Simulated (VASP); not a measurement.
# SrTiO3 in VASP: a series of runs, part 2 of 2

VASP 6.6.1.

## (4) Single point, PBE (atoms displaced along a vibrational mode, the cell strained)

Contents of INCAR:

```
SYSTEM = SrTiO3
PREC = Accurate
ENCUT = 520
EDIFF = 1E-6
ISMEAR = 0
SIGMA = 0.05
LREAL = .False.
LASPH = .True.
NELM = 100
ALGO = Normal
ISIF = 2
LWAVE = .False.
LCHARG = .False.
GGA = PE
NBANDS = 28
```

Contents of KPOINTS:

```
Automatic mesh
0
Gamma
  8 8 8
  0 0 0
```

Contents of POSCAR:

```
SrTiO3
1.0
    3.8905502681      0.0000000000      0.0000000000
    0.0000000000      3.8905502681      0.0000000000
    0.0000000000      0.0000000000      4.0281277780
Sr Ti O
1 1 3
Direct
    0.0034176272      0.0000000000      0.0000000000
    0.5161346144      0.5000000000      0.5000000000
   -0.0243877070      0.5000000000      0.5000000000
    0.4786990076      0.0000000000      0.5000000000
    0.4786990076      0.5000000000      0.0000000000
```

Potentials or basis: VASP PAW PBE potentials, release 64 (Sr_sv, Ti_sv, O).

Command:

```bash
> cat potpaw_PBE.64/Sr_sv/POTCAR potpaw_PBE.64/Ti_sv/POTCAR potpaw_PBE.64/O/POTCAR > POTCAR
> mpirun -np 1 vasp_std > vasp.out
```

OUTCAR:

```text
SYSTEM = SrTiO3
   PREC = Accurate
   ENCUT = 520
   EDIFF = 1E-6
   ISMEAR = 0
   LREAL = .False.
   LASPH = .True.
   NELM = 100
   ISIF = 2
   GGA = PE

 ion  position               nearest neighbor table
   1  0.003  0.000  0.000-   5 2.68   5 2.68   4 2.73   4 2.73   3 2.80   3 2.80   3 2.80   3 2.80
                             5 2.82   5 2.82   4 2.87   4 2.87   2 3.38   2 3.38   2 3.38   2 3.38
   2  0.516  0.500  0.500-   3 1.79   4 1.95   4 1.95   5 2.02   5 2.02   3 2.10   1 3.38   1 3.38
                             1 3.38   1 3.38   1 3.44   1 3.44   1 3.44   1 3.44
   3  0.976  0.500  0.500-   2 1.79   2 2.10   1 2.80   1 2.80   1 2.80   1 2.80
   4  0.479  0.000  0.500-   2 1.95   2 1.95   1 2.73   1 2.73   1 2.87   1 2.87
   5  0.479  0.500  0.000-   2 2.02   2 2.02   1 2.68   1 2.68   1 2.82   1 2.82

  LATTYP: Found a simple tetragonal cell.
 ALAT       =     3.8905502681
 C/A-ratio  =     1.0353619669

  Lattice vectors:

 A1 = (   3.8905502681,   0.0000000000,   0.0000000000)
 A2 = (   0.0000000000,   3.8905502681,   0.0000000000)
 A3 = (   0.0000000000,   0.0000000000,   4.0281277780)

Analysis of symmetry for initial positions (statically):
=====================================================================
 Subroutine PRICEL returns:
 Original cell was already a primitive cell.

 Routine SETGRP: Setting up the symmetry group for a
 simple tetragonal supercell.

 Subroutine GETGRP returns: Found  4 space group operations
 (whereof  4 operations were pure point group operations)
 out of a pool of 16 trial point group operations.

The static configuration has the point symmetry C_2v.

Analysis of symmetry for dynamics (positions and initial velocities):
=====================================================================
 Subroutine PRICEL returns:
 Original cell was already a primitive cell.

 Routine SETGRP: Setting up the symmetry group for a
 simple tetragonal supercell.

 Subroutine GETGRP returns: Found  4 space group operations
 (whereof  4 operations were pure point group operations)
 out of a pool of 16 trial point group operations.
[... 124 lines left out ...]
   IALGO  =     38    algorithm
   IMIX   =      4    mixing-type and parameters
     AMIX     =   0.40;   BMIX     =  1.00
     AMIX_MAG =   1.60;   BMIX_MAG =  1.00
  volume/ion in A,a.u.               =      12.19        82.29
  Fermi-wavevector in a.u.,A,eV,Ry     =   1.422503  2.688140 27.531574  2.023514
  Thomas-Fermi vector in A             =   2.543199
   LORBIT       =      0    0 simple, 1 ext, 2 COOP (PROOUT), +10 PAW based schemes
   GGA     = PE    functional components
   LHFCALC =     F    Hartree Fock is set to
   AEXX    =    0.0000 exact exchange contribution
   IVDW    =     0    specifies the selected vdW correction
   LEPSILON=     F    determine dielectric tensor
   LRPA    =     F    only Hartree local field effects (RPA)
 non-spin polarized calculation
 Gauss-broadening in eV      SIGMA  =   0.05
  energy-cutoff  :      520.00
  volume of cell :       60.97
 maximum number of plane-waves:      1668
 NGX is ok and might be reduce to    30
   NGX = 15   NGY = 15   NGZ = 15

 number of electron      39.9999998 magnetization

 Free energy of the ion-electron system (eV)
  ---------------------------------------------------
  ext. energy  EPLUGINS =         0.00000000
  ---------------------------------------------------
  free energy    TOTEN  =       -40.03633935 eV

  energy without entropy =      -40.03633935  energy(sigma->0) =      -40.03633935

 E-fermi :   4.3236     XC(G=0): -11.1360

 val. band max:        3.9900321091   @ k =   0.5000   0.5000   0.5000
 cond. band min:       5.8870105804   @ k =   0.0000   0.0000   0.0000
 fundamental gap:      1.8969784713
 Fermi energy:         4.3236352318

 k-point     1 :       0.0000    0.0000    0.0000
  band No.  band energies     occupation
      1     -52.4269      2.00000
      2     -28.9010      2.00000
      3     -28.7565      2.00000
      4     -28.6631      2.00000
      5     -28.6454      2.00000
      6     -13.4074      2.00000
[... 733 lines left out ...]
     27      12.1732      0.00000
     28      13.0965      0.00000

 [... further k-points ...]
[... 5 lines left out ...]
  --------------------------------------------------------------------------------------
  -------------------------------------------------------------------------------------
  Total        3.2174372      1.3651691     -1.2944069      0.0000000      0.0000000      0.0000000
  in kB       84.5464474     35.8733328    -34.0138753      0.0000000      0.0000000      0.0000000
  external PRESSURE =      28.8019683 kB  Pullay stress =       0.0000000 kB

 VOLUME and BASIS-vectors are now :
 -----------------------------------------------------------------------------
  energy-cutoff  :      520.00
  volume of cell :       60.97
      direct lattice vectors                 reciprocal lattice vectors
     3.890550268  0.000000000  0.000000000     0.257033050  0.000000000  0.000000000
     0.000000000  3.890550268  0.000000000     0.000000000  0.257033050  0.000000000
     0.000000000  0.000000000  4.028127778     0.000000000  0.000000000  0.248254290

 POSITION                                       TOTAL-FORCE (eV/Angst)
 -----------------------------------------------------------------------------------
      0.01330      0.00000      0.00000         0.076404      0.000000      0.000000
      2.00805      1.94528      2.01406        -0.856866      0.000000      0.000000
      3.79567      1.94528      2.01406         0.801137      0.000000      0.000000
      1.86240      0.00000      2.01406        -0.082044      0.000000      0.000000
      1.86240      1.94528      0.00000         0.061368      0.000000      0.000000
 -----------------------------------------------------------------------------------
    total drift:                                0.000663      0.000000     -0.000001

  FREE ENERGIE OF THE ION-ELECTRON SYSTEM (eV)
  ---------------------------------------------------
  free  energy   TOTEN  =       -40.0363393499 eV

  energy  without entropy=      -40.0363393499  energy(sigma->0) =      -40.03633935
```

OSZICAR:

```text
N       E                     dE             d eps       ncg     rms          rms(c)
DAV:   1     0.434753762882E+03    0.43475E+03   -0.21428E+04  7000   0.159E+03
DAV:   2    -0.355742381897E+01   -0.43831E+03   -0.41737E+03  7964   0.439E+02
DAV:   3    -0.479445518315E+02   -0.44387E+02   -0.44034E+02  9508   0.136E+02
DAV:   4    -0.501381407827E+02   -0.21936E+01   -0.21884E+01 10692   0.260E+01
DAV:   5    -0.501977500425E+02   -0.59609E-01   -0.59595E-01  9680   0.362E+00    0.266E+01
DAV:   6    -0.400920129809E+02    0.10106E+02   -0.52975E+01 10252   0.653E+01    0.142E+01
DAV:   7    -0.401397790782E+02   -0.47766E-01   -0.91122E+00  9428   0.229E+01    0.110E+01
DAV:   8    -0.400500555716E+02    0.89724E-01   -0.11147E+00  8740   0.112E+01    0.344E+00
DAV:   9    -0.400519348690E+02   -0.18793E-02   -0.24392E-01  8864   0.369E+00    0.131E+00
DAV:  10    -0.400376827730E+02    0.14252E-01   -0.68861E-02  9028   0.237E+00    0.469E-01
DAV:  11    -0.400365678577E+02    0.11149E-02   -0.11364E-02 10800   0.117E+00    0.170E-01
DAV:  12    -0.400363710673E+02    0.19679E-03   -0.13250E-03  8236   0.407E-01    0.109E-01
DAV:  13    -0.400363335350E+02    0.37532E-04   -0.31432E-04 10576   0.175E-01    0.441E-02
DAV:  14    -0.400363375544E+02   -0.40194E-05   -0.95465E-05  8464   0.655E-02    0.160E-02
DAV:  15    -0.400363390324E+02   -0.14780E-05   -0.49242E-06  8896   0.181E-02    0.111E-02
DAV:  16    -0.400363393499E+02   -0.31747E-06   -0.33247E-06  6848   0.132E-02
   1 F= -.40036339E+02 E0= -.40036339E+02  d E =-.260440E-23
```

Run time: 3.6 min. Hardware: 1 thread of AMD EPYC 7R13, shared host; peak memory 0.3 GiB.

What came out:

```
Free energy            : -40.0363 eV
Pressure               : 2.9 GPa
Largest force          : 0.857 eV/Å
Band gap on the k mesh : 1.90 eV (least direct gap 2.43 eV)
```

Forces in eV/Å, atoms in the order of the input:
```
Sr   0.076  0.000  0.000
Ti  -0.857  0.000  0.000
O    0.801  0.000  0.000
O   -0.082  0.000  0.000
O    0.061  0.000  0.000
```

Caveat: the cell differs from its parent crystal (atoms displaced along a vibrational mode, the cell strained).

## (5) Single point, PBE (atoms displaced along a vibrational mode, the cell strained)

Contents of INCAR:

```
  PREC = Accurate
  ENCUT = 520
  EDIFF = 1E-6
  ISMEAR = 0
  SIGMA = 0.05
  LREAL = F
  LASPH = T
  NELM = 100
  ALGO = Normal
  ISIF = 2
  LWAVE = F
  LCHARG = F
  GGA = PE
  NBANDS = 28
```

Contents of KPOINTS:

```
Automatic mesh
0
Gamma
  8 8 8
```

Contents of POSCAR:

```
SrTiO3
1.0
    3.9822686081      0.0000000000      0.0000000000
    0.0000000000      3.9822686081      0.0000000000
    0.0000000000      0.0000000000      3.8446910982
Sr Ti O
1 1 3
Direct
    0.0013670509      0.0000000000      0.0000000000
    0.5064538458      0.5000000000      0.5000000000
   -0.0097550828      0.5000000000      0.5000000000
    0.4914796030      0.0000000000      0.5000000000
    0.4914796030      0.5000000000      0.0000000000
```

Command:

```bash
> cat potpaw_PBE.64/Sr_sv/POTCAR potpaw_PBE.64/Ti_sv/POTCAR potpaw_PBE.64/O/POTCAR > POTCAR
> mpirun -np 1 vasp_std > vasp.out
```

Wall time 4.2 min (1 thread of AMD EPYC 7R13, shared host); peak memory 0.3 GiB.

Results (log left out):

```
Free energy            : -40.0723 eV
Pressure               : 1.3 GPa
Largest force          : 0.105 eV/Å
Band gap on the k mesh : 1.83 eV (least direct gap 2.25 eV)
```

Forces on the atoms (eV/Å):
```
Sr   0.037  0.000  0.000
Ti   0.105  0.000  0.000
O   -0.058  0.000  0.000
O   -0.005  0.000  0.000
O   -0.079  0.000  0.000
```

Stress tensor (GPa, compression positive):
```
-0.98  0.00  0.00
 0.00 -1.60  0.00
 0.00  0.00  6.53
```

Levels at points of the mesh, in eV from the valence-band top:
```
           k point  band 18  band 19  band 20  band 21  band 22  band 23
(0.00, 0.00, 0.00)    -0.45    -0.44    -0.42     1.83     1.84     1.91
(0.50, 0.00, 0.00)    -1.94    -0.74    -0.72     1.97     3.57     3.58
(0.00, 0.50, 0.00)    -1.94    -0.82    -0.77     2.05     3.55     3.55
(0.50, 0.50, 0.00)    -1.70    -1.70    -0.20     3.56     3.59     3.97
(0.00, 0.00, 0.50)    -1.96    -0.85    -0.82     2.02     3.86     3.88
(0.50, 0.00, 0.50)    -1.50    -1.50    -0.11     3.58     3.87     4.19
(0.00, 0.50, 0.50)    -1.54    -1.53    -0.09     3.56     3.88     4.19
(0.50, 0.50, 0.50)    -0.09    -0.03     0.00     4.19     4.38     4.38
```

Caveat: the cell differs from its parent crystal (atoms displaced along a vibrational mode, the cell strained). A k mesh can miss the band edges.

## (6) Single point, PBE (atoms displaced along a vibrational mode, the cell strained)

Contents of INCAR:

```
SYSTEM = SrTiO3
PREC = Accurate
ENCUT = 520
EDIFF = 1E-6
ISMEAR = 0
SIGMA = 0.05
LREAL = .FALSE.
LASPH = .TRUE.
NELM = 60
ALGO = Normal
ISIF = 2
LWAVE = .FALSE.
LCHARG = .FALSE.
GGA = PE
NBANDS = 28
```

Contents of KPOINTS:

```
Automatic mesh
0
G
  8 8 8
  0 0 0
```

Contents of POSCAR:

```
SrTiO3
1.0
    3.9822686081      0.0000000000      0.0000000000
    0.0000000000      3.9822686081      0.0000000000
    0.0000000000      0.0000000000      3.8446910982
Sr Ti O
1 1 3
Direct
    0.0027341017      0.0000000000      0.0000000000
    0.5129076915      0.5000000000      0.5000000000
   -0.0195101656      0.5000000000      0.5000000000
    0.4829592060      0.0000000000      0.5000000000
    0.4829592060      0.5000000000      0.0000000000
```

Potentials or basis: VASP PAW PBE potentials, release 64 (Sr_sv, Ti_sv, O).

Command:

```bash
> cat potpaw_PBE.64/Sr_sv/POTCAR potpaw_PBE.64/Ti_sv/POTCAR potpaw_PBE.64/O/POTCAR > POTCAR
> mpirun -np 1 vasp_std > vasp.out
```

It took 4.4 min on 1 thread of AMD EPYC 7R13, shared host; peak memory 0.3 GiB.

It converged, with:

```
Free energy            : -40.0774 eV
Pressure               : 2.0 GPa
Largest force          : 0.120 eV/Å
Band gap on the k mesh : 1.86 eV (least direct gap 2.39 eV)
```

Forces on the atoms (eV/Å):
```
Sr   0.083  0.000  0.000
Ti  -0.077  0.000  0.000
O    0.097  0.000  0.000
O    0.017  0.000  0.000
O   -0.120  0.000  0.000
```

Stress tensor (GPa, compression positive):
```
 1.07  0.00  0.00
 0.00 -1.48  0.00
 0.00  0.00  6.47
```

Levels at points of the mesh, in eV from the valence-band top:
```tsv
k point	band 16	band 17	band 18	band 19	band 20	band 21	band 22	band 23	band 24	band 25
(0.00, 0.00, 0.00)	-1.26	-1.23	-0.60	-0.54	-0.53	1.86	2.07	2.16	4.17	4.41
(0.50, 0.00, 0.00)	-2.38	-2.29	-1.97	-0.74	-0.72	2.01	3.67	3.70	4.27	6.37
(0.00, 0.50, 0.00)	-2.19	-2.14	-1.96	-1.05	-0.89	2.29	3.55	3.59	4.38	6.17
(0.50, 0.50, 0.00)	-2.61	-1.72	-1.70	-1.69	-0.27	3.57	3.70	4.00	5.39	7.59
(0.00, 0.00, 0.50)	-2.54	-2.33	-2.00	-1.05	-0.93	2.23	3.86	3.91	4.18	6.31
(0.50, 0.00, 0.50)	-2.95	-1.75	-1.51	-1.50	-0.18	3.68	3.89	4.20	5.02	7.72
(0.00, 0.50, 0.50)	-2.79	-1.80	-1.64	-1.63	-0.09	3.60	3.92	4.20	4.92	7.70
(0.50, 0.50, 0.50)	-3.77	-3.56	-0.16	-0.10	0.00	4.21	4.38	4.40	6.68	6.72
```

Caveat: the cell differs from its parent crystal (atoms displaced along a vibrational mode, the cell strained). A k mesh can miss the band edges.

## (7) Summary

| potentials or basis | cell | cutoff (eV) | gap on the mesh (eV) | pressure (GPa) | largest force (eV/Å) |
| --- | --- | --- | --- | --- | --- |
| VASP PAW PBE potentials, release 64 (Sr_sv, Ti_sv, O_h) | a = 3.982, b = 3.982, c = 3.845 Å, 5 atoms, atomic positions A | 910 | 1.88 | 2.2 | 0.30 |
| VASP PAW PBE potentials, release 64 (Sr_sv, Ti_sv, O) | a = 3.936 Å, 5 atoms, atomic positions B | 600 | 1.84 | 1.1 | 0.10 |
| VASP PAW PBE potentials, release 64 (Sr_sv, Ti_sv, O) | a = 3.891, b = 3.891, c = 4.028 Å, 5 atoms, atomic positions A | 520 | 1.90 | 2.9 | 0.86 |
| VASP PAW PBE potentials, release 64 (Sr_sv, Ti_sv, O) | a = 3.982, b = 3.982, c = 3.845 Å, 5 atoms, atomic positions C | 520 | 1.83 | 1.3 | 0.11 |
| VASP PAW PBE potentials, release 64 (Sr_sv, Ti_sv, O) | a = 3.982, b = 3.982, c = 3.845 Å, 5 atoms, atomic positions D | 520 | 1.86 | 2.0 | 0.12 |

Alike in all rows: task single point; level PBE; no spin polarisation; k mesh 8 × 8 × 8; smearing gaussian 0.05 eV.

Caveats: the cutoff is under 1.25 times the usual one of these potentials, so pressure, stress and relaxed cells hold a basis-set (Pulay) error (at least some runs).

Total energies depend on the potentials used, so only differences within one code and one set of settings carry meaning.
